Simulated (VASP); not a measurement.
Runs of VASP 6.6.1 on ScAl9. The cell holds an amorphous packing of atoms, 20 atoms: a = 7.447 Å, b = 6.678 Å, c = 7.103 Å, α = 91.08°, β = 90.86°, γ = 90.21°. 

| smearing | gap on the mesh (eV) | pressure (GPa) | largest force (eV/Å) |
| --- | --- | --- | --- |
| fermi-dirac 0.05 eV | (c) | 1.1 | 1.18 |
| fermi-dirac 0.1275 eV | 0.19 | 6.3 | 2.91 |
| fermi-dirac 0.0508 eV | 0.20 | (a) | 1.66 |
| fermi-dirac 0.0922 eV | (b) | (d) | 3.26 |

Alike in all rows: task single point; level PBE; potentials or basis VASP PAW PBE potentials, release 64 (Al, Sc_sv); no spin polarisation; cell as given; k mesh 1 × 1 × 1, shifted; cutoff (eV) 520.

**Question.** Fill in the values left out.

**Answer.** (a) 3.0; (b) 0.35; (c) 0.14; (d) 4.9.

Caveats: all runs use coarse meshes.

A k mesh can miss the band edges.
